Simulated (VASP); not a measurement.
A run of VASP 6.6.1 is set up as follows.

The input POSCAR:

```
TaN
1.0
    0.0000000000      2.2061004517      2.2061004517
    2.2061004517      0.0000000000      2.2061004517
    2.2061004517      2.2061004517      0.0000000000
Ta N
1 1
Direct
    0.5000000000      0.5000000000      0.5000000000
    0.0000000000      0.0000000000      0.0000000000
```

Contents of INCAR.step1:

```
SYSTEM = TaN
  ALGO = Normal
  EDIFF = 1E-5
  ENCUT = 770
  GGA = PE
  GGA_COMPAT = .FALSE.
  ISMEAR = -1
  LASPH = .TRUE.
  LCHARG = .FALSE.
  LDAU = .TRUE.
  LDAUJ = 0 0
  LDAUL = 2 -1
  LDAUTYPE = 2
  LDAUU = 4 0
  LMAXMIX = 4
  LREAL = .FALSE.
  LWAVE = .TRUE.
  NBANDS = 16
  NELM = 200
  PREC = Accurate
  SIGMA = 0.05
```

File INCAR.step2:

```
SYSTEM = TaN
  ALGO = Normal
  EDIFF = 1E-6
  ENCUT = 770
  GGA_COMPAT = .FALSE.
  ISIF = 2
  ISMEAR = -1
  ISTART = 1
  LASPH = .TRUE.
  LCHARG = .FALSE.
  LDAU = .TRUE.
  LDAUJ = 0 0
  LDAUL = 2 -1
  LDAUPRINT = 1
  LDAUTYPE = 2
  LDAUU = 4 0
  LMAXMIX = 4
  LMIXTAU = .TRUE.
  LREAL = .FALSE.
  LWAVE = .FALSE.
  METAGGA = R2SCAN
  NBANDS = 16
  NELM = 200
  PREC = Accurate
  SIGMA = 0.05
```

File KPOINTS:

```
k-points
0
G
  10 10 10
  0 0 0
```

Potentials or basis: VASP PAW PBE potentials, release 64 (Ta_sv_GW, N).

Run with:

```sh
$ cat potpaw_PBE.64/Ta_sv_GW/POTCAR potpaw_PBE.64/N/POTCAR > POTCAR
$ cp INCAR.step1 INCAR
$ mpirun -np 1 vasp_std > vasp.out
$ cp INCAR.step2 INCAR
$ mpirun -np 1 vasp_std > vasp.out
```

**Question.** Predict the band gap on the k mesh.

**Answer.** Zero (bands 9 and 10 overlap by 4.09 eV).

**Question.** Predict the pressure.

**Answer.** 8.3 GPa.

Eigenvalues of the final occupation matrices:
```csv
site,spin,trace,eigenvalues
site 1 d,1,1.12,0.18 0.18 0.25 0.25 0.25
site 1 d,2,1.12,0.18 0.18 0.25 0.25 0.25
```

Caveat: the cell stands under pressure; the PAW data sets were made with another functional, which shifts forces and pressure a little; spin-orbit coupling is left out, which moves the levels of the heavy elements; U without spin polarisation on a metal has little footing.
